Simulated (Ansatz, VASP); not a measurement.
SrRe6 in VASP and in Ansatz

File INCAR:

```
SYSTEM = SrRe6
ALGO = Normal
EDIFF = 1E-6
ENCUT = 500
GGA = PE
GGA_COMPAT = .FALSE.
ISIF = 2
ISMEAR = 0
LASPH = .TRUE.
LCHARG = .TRUE.
LELF = .TRUE.
LREAL = .FALSE.
LVHAR = .TRUE.
LWAVE = .FALSE.
NBANDS = 59
NELM = 120
PREC = Accurate
SIGMA = 0.1
```

File KPOINTS:

```
k-points
0
G
  8 8 8
  0 0 0
```

Contents of POSCAR:

```
SrRe6
1.0
   -3.4691825500      3.4691825500      3.4691825500
    3.4691825500     -3.4691825500      3.4691825500
    3.4691825500      3.4691825500     -3.4691825500
Sr Re
1 6
Direct
    0.0000000000      0.0000000000      0.0000000000
    0.7500000000      0.2500000000      0.5000000000
    0.2500000000      0.7500000000      0.5000000000
    0.5000000000      0.2500000000      0.7500000000
    0.7500000000      0.5000000000      0.2500000000
    0.5000000000      0.7500000000      0.2500000000
    0.2500000000      0.5000000000      0.7500000000
```

Input for Ansatz:

```yaml
crystal:
  lattice:
    - [-3.46918255, 3.46918255, 3.46918255]
    - [3.46918255, -3.46918255, 3.46918255]
    - [3.46918255, 3.46918255, -3.46918255]
  atoms:
    - { symbol: Sr, position: [0.0, 0.0, 0.0] }
    - { symbol: Re, position: [0.75, 0.25, 0.5] }
    - { symbol: Re, position: [0.25, 0.75, 0.5] }
    - { symbol: Re, position: [0.5, 0.25, 0.75] }
    - { symbol: Re, position: [0.75, 0.5, 0.25] }
    - { symbol: Re, position: [0.5, 0.75, 0.25] }
    - { symbol: Re, position: [0.25, 0.5, 0.75] }
basis:
  ecutwfc: 420
kpoints:
  mp_grid: { grid: [8, 8, 8] }
  band_path:
    path:
      - [[0.0, 0.0, 0.0], [0.5, -0.5, 0.5], [0.0, 0.0, 0.5], [0.0, 0.0, 0.0], [0.25, 0.25, 0.25], [0.5, -0.5, 0.5]]
      - [[0.25, 0.25, 0.25], [0.0, 0.0, 0.5]]
    npoints: 14
hamiltonian:
  xc: pbe
scf:
  occupations: { method: gaussian, width: 0.1 }
  n_extra_bands: 17
output:
  forces: true
  stress: true
  eigenvalues: true
  populations: true
  dos: { projected: true, de: 0.02, nscf_kmesh: { grid: [10, 10, 10] } }
  bader: true
```

Alike in both runs: task single point; functional PBE; k mesh 8 × 8 × 8; occupations gaussian, width 0.1 eV; no spin polarisation.

|  | VASP | Ansatz |
| --- | --- | --- |
| version | VASP 6.6.1 | Ansatz 0.2.0 |
| potentials or method | VASP PAW PBE potentials, release 64 (Sr_sv, Re_sv_GW), cutoff 500 eV | scalar-relativistic, plane waves, PAW |
| valence electrons in the cell | 100 | 100 |

|  | VASP | Ansatz | Ansatz less VASP |
| --- | --- | --- | --- |
| gap on the k mesh at the Fermi level (eV) | none | none | - |
| pressure (GPa) | -1.2 | 0.0 | +1.26 |

A gap of «none» marks a metal or a gap that the smearing closes.

Spin-orbit coupling is off throughout.
